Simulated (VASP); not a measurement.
# CrRe3 (Pm-3m) in VASP: notebook

CrRe3 is run at these levels: LDA; tasks: single point.

All numbers are computed with VASP 6.6.1; they aren't measurements. Logs are shortened: lines on timing, memory, paths and dates and some standing lists are left out, and cuts for length are marked.

**1. The cell of the first run**

It takes space group Pm-3m (No. 221, cubic). The conventional cell has a = 3.864 Å, b = 3.864 Å, c = 3.864 Å, α = 90.00°, β = 90.00°, γ = 90.00°. Within 3.6 Å of Cr (site symmetry m-3m) lie 12 Re at 2.73 Å. Re (site symmetry 4/mmm) has 4 Cr at 2.73 Å and 8 Re at 2.73 Å within 3.6 Å. Within 3.6 Å of Re (site symmetry 4/mmm) lie 4 Cr at 2.73 Å and 8 Re at 2.73 Å.

**2. Single point, LDA, collinear spin, ferromagnetic start**

The input, INCAR:

```
ALGO = Normal
EDIFF = 1E-7
ENCUT = 520
GGA = CA
ISIF = 2
ISMEAR = -1
ISPIN = 2
LASPH = T
LCHARG = F
LMAXMIX = 4
LORBIT = 11
LREAL = F
LWAVE = F
MAGMOM = 3 3 0 0 0 0 0 0
NBANDS = 47
NELM = 150
PREC = Accurate
SIGMA = 0.05
```

The input, KPOINTS:

```
k-points
0
Gamma
  6 6 3
```

The input, POSCAR:

```
CrRe3
1.0
    3.8635480000      0.0000000000      0.0000000000
    0.0000000000      3.8635480000      0.0000000000
    0.0000000000      0.0000000000      7.7270960000
Cr Re
2 6
Direct
    0.0000000000      0.0000000000      0.0000000000
    0.0000000000      0.0000000000      0.5000000000
    0.0000000000      0.5000000000      0.2500000000
    0.5000000000      0.0000000000      0.2500000000
    0.5000000000      0.5000000000      0.0000000000
    0.0000000000      0.5000000000      0.7500000000
    0.5000000000      0.0000000000      0.7500000000
    0.5000000000      0.5000000000      0.5000000000
```

Potentials or basis: VASP PAW LDA potentials, release 64 (Cr_pv, Re).

The run is started by

```bash
> cat potpaw_LDA.64/Cr_pv/POTCAR potpaw_LDA.64/Re/POTCAR > POTCAR
> mpirun -np 1 vasp_std > vasp.out
```

OUTCAR:

```text
EDIFF = 1E-7
   ENCUT = 520
   GGA = CA
   ISIF = 2
   ISMEAR = -1
   ISPIN = 2
   LASPH = T
   LORBIT = 11
   LREAL = F
   NELM = 150
   PREC = Accurate

 ion  position               nearest neighbor table
   1  0.000  0.000  0.000-   3 2.73   4 2.73   5 2.73   6 2.73   7 2.73   3 2.73   5 2.73   6 2.73
                             4 2.73   5 2.73   7 2.73   5 2.73
   2  0.000  0.000  0.500-   3 2.73   4 2.73   6 2.73   7 2.73   8 2.73   3 2.73   6 2.73   8 2.73
                             4 2.73   7 2.73   8 2.73   8 2.73
   3  0.000  0.500  0.250-   1 2.73   2 2.73   4 2.73   5 2.73   8 2.73   1 2.73   2 2.73   4 2.73
                             4 2.73   5 2.73   8 2.73   4 2.73
   4  0.500  0.000  0.250-   1 2.73   2 2.73   3 2.73   5 2.73   8 2.73   3 2.73   5 2.73   8 2.73
                             1 2.73   2 2.73   3 2.73   3 2.73
   5  0.500  0.500  0.000-   1 2.73   3 2.73   4 2.73   6 2.73   7 2.73   1 2.73   4 2.73   7 2.73
                             1 2.73   3 2.73   6 2.73   1 2.73
   6  0.000  0.500  0.750-   1 2.73   2 2.73   5 2.73   7 2.73   8 2.73   1 2.73   2 2.73   7 2.73
                             5 2.73   7 2.73   8 2.73   7 2.73
   7  0.500  0.000  0.750-   1 2.73   2 2.73   5 2.73   6 2.73   8 2.73   5 2.73   6 2.73   8 2.73
                             1 2.73   2 2.73   6 2.73   6 2.73
   8  0.500  0.500  0.500-   2 2.73   3 2.73   4 2.73   6 2.73   7 2.73   2 2.73   4 2.73   7 2.73
                             2 2.73   3 2.73   6 2.73   2 2.73

  LATTYP: Found a simple tetragonal cell.
 ALAT       =     3.8635480000
 C/A-ratio  =     2.0000000000

  Lattice vectors:

 A1 = (   3.8635480000,   0.0000000000,   0.0000000000)
 A2 = (   0.0000000000,   3.8635480000,   0.0000000000)
 A3 = (   0.0000000000,   0.0000000000,   7.7270960000)

Analysis of symmetry for initial positions (statically):
=====================================================================
 Subroutine PRICEL returns following result:

  LATTYP: Found a simple cubic cell.
 ALAT       =     3.8635480000
[... 12 lines left out ...]
 Subroutine GETGRP returns: Found 16 space group operations
 (whereof 16 operations were pure point group operations)
 out of a pool of 16 trial point group operations.

The static configuration has the point symmetry D_4h.

Analysis of symmetry for dynamics (positions and initial velocities):
=====================================================================
 Subroutine PRICEL returns following result:

  LATTYP: Found a simple cubic cell.
 ALAT       =     3.8635480000
[... 12 lines left out ...]
 Subroutine GETGRP returns: Found 16 space group operations
 (whereof 16 operations were pure point group operations)
 out of a pool of 16 trial point group operations.

The dynamic configuration has the point symmetry D_4h.

Analysis of structural, dynamic, and magnetic symmetry:
=====================================================================
 Subroutine PRICEL returns following result:

  LATTYP: Found a simple cubic cell.
 ALAT       =     3.8635480000
[... 12 lines left out ...]
 Subroutine GETGRP returns: Found 16 space group operations
 (whereof 16 operations were pure point group operations)
 out of a pool of 16 trial point group operations.

The overall configuration has the point symmetry D_4h.

 Subroutine INISYM returns: Found 16 space group operations
 (whereof 16 operations are pure point group operations),
 and found     2 'primitive' translations

----------------------------------------------------------------------------------------

                                     Primitive cell

  volume of cell :      57.6712

  direct lattice vectors                    reciprocal lattice vectors
     3.863548000  0.000000000  0.000000000     0.258829449  0.000000000  0.000000000
     0.000000000  3.863548000  0.000000000     0.000000000  0.258829449  0.000000000
     0.000000000  0.000000000  3.863548000     0.000000000  0.000000000  0.258829449

  length of vectors
     3.863548000  3.863548000  3.863548000     0.258829449  0.258829449  0.258829449

  position of ions in fractional coordinates (direct lattice)
     0.000000000  0.000000000  0.000000000
     0.000000000  0.500000000  0.500000000
     0.500000000  0.000000000  0.500000000
     0.500000000  0.500000000  0.000000000

  ion indices of the primitive-cell ions
   primitive index   ion index
                 1           1
                 2           3
                 3           4
                 4           5
[... 57 lines left out ...]
 SYSTEM =  unknown system
   PREC   = accura    normal or accurate (medium, high low for compatibility)
   ISTART =      0    job   : 0-new  1-cont  2-samecut
   ICHARG =      2    charge: 1-file 2-atom 10-const
   ISPIN  =      2    spin polarized calculation?
   LNONCOLLINEAR =      F non collinear calculations
   LSORBIT =      F    spin-orbit coupling
   LASPH  =      T    aspherical Exc in radial PAW
   ENCUT  =  520.0 eV  38.22 Ry    6.18 a.u.   7.18  7.18 14.37*2*pi/ulx,y,z
   NELM   =    150;   NELMIN=  2; NELMDL= -5     # of ELM steps
   EDIFF  = 0.1E-06   stopping-criterion for ELM
   LREAL  =      F    real-space projection
   EDIFFG = 0.1E-05   stopping-criterion for IOM
   NSW    =      0    number of steps for IOM
   IBRION =     -1    ionic relax: 0-MD 1-quasi-New 2-CG
   NFREE  =      0    steps in history (QN), initial steepest desc. (CG)
   ISIF   =      2    stress and relaxation
   ISYM   =      2    0-nonsym 1-usesym 2-fastsym
   POTIM  = 0.5000    time-step for ionic-motion
   TEBEG  =    0.0;   TEEND  =   0.0 temperature during run
   PSTRESS=    0.0 pullay stress
   NELECT =      66.0000    total number of electrons
   NUPDOWN=      -1.0000    fix difference up-down
   EMIN   =  10.00;   EMAX   =-10.00  energy-range for DOS
   EFERMI =   0.00;   METHOD = LEGACY
   ISMEAR =    -1;   SIGMA  =   0.05  broadening in eV -4-tet -1-fermi 0-gaus
   EFERMI_NEDOS =   21; number of points for ismear=-14 and -15
   IALGO  =     38    algorithm
   IMIX   =      4    mixing-type and parameters
     AMIX     =   0.40;   BMIX     =  1.00
     AMIX_MAG =   1.60;   BMIX_MAG =  1.00
  volume/ion in A,a.u.               =      14.42        97.30
  Fermi-wavevector in a.u.,A,eV,Ry     =   1.359126  2.568376 25.133014  1.847224
  Thomas-Fermi vector in A             =   2.485901
   LORBIT       =     11    0 simple, 1 ext, 2 COOP (PROOUT), +10 PAW based schemes
   GGA     = CA    functional components
   LHFCALC =     F    Hartree Fock is set to
   AEXX    =    0.0000 exact exchange contribution
   IVDW    =     0    specifies the selected vdW correction
   LEPSILON=     F    determine dielectric tensor
   LRPA    =     F    only Hartree local field effects (RPA)
 spin polarized calculation
  energy-cutoff  :      520.00
  volume of cell :      115.34
 maximum number of plane-waves:      3164
 NGX is ok and might be reduce to    30
   NGX = 15   NGY = 15   NGZ = 29

 number of electron      65.9999995 magnetization       0.0075592

 number of electron      65.9999995 magnetization      -0.0005976

 Free energy of the ion-electron system (eV)
  ---------------------------------------------------
  ext. energy  EPLUGINS =         0.00000000
  ---------------------------------------------------
  free energy    TOTEN  =      -102.35470574 eV

  energy without entropy =     -102.29877111  energy(sigma->0) =     -102.32673842

 E-fermi :   8.1540     XC(G=0): -13.6761

 val. band max:        8.0914119735   @ k =   0.3333   0.0000   0.0000
 cond. band min:       8.1809483339   @ k =   0.3333   0.0000   0.3333
 fundamental gap:      0.0895363604
 Fermi energy:         8.1539582257

 spin component 1

 k-point     1 :       0.0000    0.0000    0.0000
  band No.  band energies     occupation
      1     -34.3523      1.00000
      2     -34.3444      1.00000
      3     -34.3444      1.00000
      4     -34.3419      1.00000
      5     -34.3419      1.00000
      6     -34.3419      1.00000
[... 949 lines left out ...]
     44      10.6824      0.00000
     45      10.8323      0.00000
 Fermi energy:         8.1539582257

 spin component 2

 k-point     1 :       0.0000    0.0000    0.0000
  band No.  band energies     occupation
      1     -34.3525      1.00000
      2     -34.3447      1.00000
      3     -34.3447      1.00000
      4     -34.3421      1.00000
      5     -34.3421      1.00000
      6     -34.3421      1.00000
[... 949 lines left out ...]
     44      10.6823      0.00000
     45      10.8322      0.00000
 [bands above 45 left out]

------------------------ aborting loop because EDIFF is reached ----------------------------------------

  FORCE on cell =-STRESS in cart. coord.  units (eV):
  Direction    XX          YY          ZZ          XY          YZ          ZX
  --------------------------------------------------------------------------------------
  -------------------------------------------------------------------------------------
  Total      -12.4451867    -12.4451867    -12.4450585      0.0000000     -0.0000000     -0.0000000
  in kB     -172.8713667   -172.8713667   -172.8695856      0.0000000     -0.0000000     -0.0000000
  external PRESSURE =    -172.8707730 kB  Pullay stress =       0.0000000 kB

 VOLUME and BASIS-vectors are now :
 -----------------------------------------------------------------------------
  energy-cutoff  :      520.00
  volume of cell :      115.34
      direct lattice vectors                 reciprocal lattice vectors
     3.863548000  0.000000000  0.000000000     0.258829449  0.000000000  0.000000000
     0.000000000  3.863548000  0.000000000     0.000000000  0.258829449  0.000000000
     0.000000000  0.000000000  7.727096000     0.000000000  0.000000000  0.129414724

 POSITION                                       TOTAL-FORCE (eV/Angst)
 -----------------------------------------------------------------------------------
      0.00000      0.00000      0.00000        -0.000000     -0.000000      0.000000
      0.00000      0.00000      3.86355        -0.000000     -0.000000     -0.000000
      0.00000      1.93177      1.93177         0.000000      0.000000      0.000000
      1.93177      0.00000      1.93177         0.000000      0.000000      0.000000
      1.93177      1.93177      0.00000         0.000000      0.000000      0.000000
      0.00000      1.93177      5.79532         0.000000      0.000000      0.000000
      1.93177      0.00000      5.79532         0.000000      0.000000      0.000000
      1.93177      1.93177      3.86355         0.000000      0.000000     -0.000000
 -----------------------------------------------------------------------------------
    total drift:                                0.000000      0.000000      0.000000

  FREE ENERGIE OF THE ION-ELECTRON SYSTEM (eV)
  ---------------------------------------------------
  free  energy   TOTEN  =      -102.3547057375 eV

  energy  without entropy=     -102.2987711057  energy(sigma->0) =     -102.32673842

 total charge

# of ion       s       p       d       tot
------------------------------------------
    1        0.366   6.358   4.185  10.909
    2        0.366   6.358   4.185  10.909
    3        0.632   0.635   4.839   6.106
    4        0.632   0.635   4.839   6.106
    5        0.632   0.635   4.839   6.106
    6        0.632   0.635   4.839   6.106
    7        0.632   0.635   4.839   6.106
    8        0.632   0.635   4.839   6.106
--------------------------------------------------
tot          4.521  16.528  37.402  58.451

 magnetization (x)

# of ion       s       p       d       tot
------------------------------------------
    1       -0.000  -0.000  -0.000  -0.000
    2       -0.000  -0.000  -0.000  -0.000
    3        0.000  -0.000   0.000   0.000
    4        0.000  -0.000   0.000   0.000
    5        0.000   0.000   0.000   0.000
    6        0.000  -0.000   0.000   0.000
    7        0.000  -0.000   0.000   0.000
    8        0.000   0.000   0.000   0.000
--------------------------------------------------
tot         -0.000  -0.000  -0.000  -0.000
```

It took 3.9 min on 1 thread of Intel Xeon Platinum 8488C (Sapphire Rapids), shared host; peak memory 0.3 GiB.

Results:

```
Free energy                                           : -102.3547 eV
Pressure                                              : -17.3 GPa
Band gap on the k mesh                                : zero (filled and empty bands overlap)
Net moment                                            : 0.00 μB per cell
Valence electrons inside the program's atomic spheres : Cr 10.91; Re 6.11
```

Caveat: the cell stands under tension; spin-orbit coupling is left out, which moves the levels of the heavy elements.

**3. Single point, LDA, collinear spin, antiferromagnetic start**

The input, INCAR:

```
  ALGO = Normal
  EDIFF = 1E-7
  ENCUT = 520
  ISIF = 2
  ISMEAR = -1
  ISPIN = 2
  LASPH = T
  LCHARG = F
  LMAXMIX = 4
  LORBIT = 11
  LREAL = F
  LWAVE = F
  MAGMOM = 3 -3 0 0 0 0 0 0
  NBANDS = 47
  NELM = 150
  PREC = Accurate
  SIGMA = 0.05
```

KPOINTS is that of step 2.

POSCAR is that of step 2.

Potentials or basis: VASP PAW LDA potentials, release 64 (Cr_pv, Re).

The run is started by

```bash
> cat potpaw_LDA.64/Cr_pv/POTCAR potpaw_LDA.64/Re/POTCAR > POTCAR
> mpirun -np 1 vasp_std > vasp.out
```

Run time: 4.1 min. Hardware: 1 thread of Intel Xeon Platinum 8488C (Sapphire Rapids), shared host; peak memory 0.3 GiB.

The run converged. Its results:

```yaml
Free_energy: -102.3547 eV
Pressure: -17.3 GPa
Band_gap_on_the_k_mesh: zero (filled and empty bands overlap)
Net_moment: 0.00 μB per cell
Valence_electrons_inside_the_program's_atomic_spheres: Cr 10.91; Re 6.11
```

Levels at points of the mesh, in eV from the Fermi level:
Spin up:
```tsv
k point	band 28	band 29	band 30	band 31	band 32	band 33	band 34	band 35	band 36	band 37
(0.00, 0.00, 0.00)	-0.80	0.43	0.47	0.47	0.57	0.59	0.59	1.11	1.11	1.65
(0.50, 0.00, 0.00)	-1.56	-1.00	-0.80	-0.24	-0.24	-0.16	0.10	0.43	0.47	0.47
(0.50, 0.50, 0.00)	-1.54	-1.06	-1.06	-0.24	-0.24	-0.16	0.10	0.42	0.42	0.42
```
Spin down:
| k point | band 30 | band 31 | band 32 | band 33 | band 34 | band 35 |
| --- | --- | --- | --- | --- | --- | --- |
| (0.00, 0.00, 0.00) | 0.47 | 0.47 | 0.57 | 0.59 | 0.59 | 1.11 |
| (0.50, 0.00, 0.00) | -0.80 | -0.24 | -0.24 | -0.16 | 0.10 | 0.43 |
| (0.50, 0.50, 0.00) | -1.06 | -0.24 | -0.24 | -0.16 | 0.10 | 0.42 |

Caveat: the cell stands under tension; spin-orbit coupling is left out, which moves the levels of the heavy elements.
